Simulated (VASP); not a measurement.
ZnO, 4 atoms in the cell. Symmetry: P6_3mc, No. 186, hexagonal system. The conventional cell has a = 3.411 Å, b = 3.411 Å, c = 4.870 Å, α = 90.00°, β = 90.00°, γ = 120.00°. Zn (site symmetry 3m) has 4 O at 1.85 to 2.06 Å within 2.4 Å. O (site symmetry 3m) has 4 Zn at 1.85 to 2.06 Å within 2.4 Å.  This cell differs from its parent crystal: strain +0.040 along x and y, -0.080 along z.

- Program: VASP 6.6.1
- Task: single point
- Functional: PBE
- Potentials or basis: VASP PAW PBE potentials, release 64 (Zn, O)
- Cutoff: 520 eV
- k mesh: 12 × 12 × 6
- Occupations: gaussian, width 0.05 eV
- Spin: no spin polarisation
- Dipole correction: no
- Further INCAR settings: ALGO = Normal; EDIFF = 1e-06; NBANDS = 26

Potentials or basis: VASP PAW PBE potentials, release 64 (Zn, O).

Command:

```console
$ cat potpaw_PBE.64/Zn/POTCAR potpaw_PBE.64/O/POTCAR > POTCAR
$ mpirun -np 1 vasp_std > vasp.out
```

Hardware: 1 thread of Intel(R) Xeon(R) Platinum 8259CL CPU @ 2.50GHz (Skylake/Cascade Lake), with other jobs on the host.

Problem. How long does it take, and how much memory?

Solution. Wall time 68 s on 1 thread of Intel(R) Xeon(R) Platinum 8259CL CPU @ 2.50GHz (Skylake/Cascade Lake), on a shared host, peak memory 0.22 GiB. Counts: scf iterations 15, k points 76.
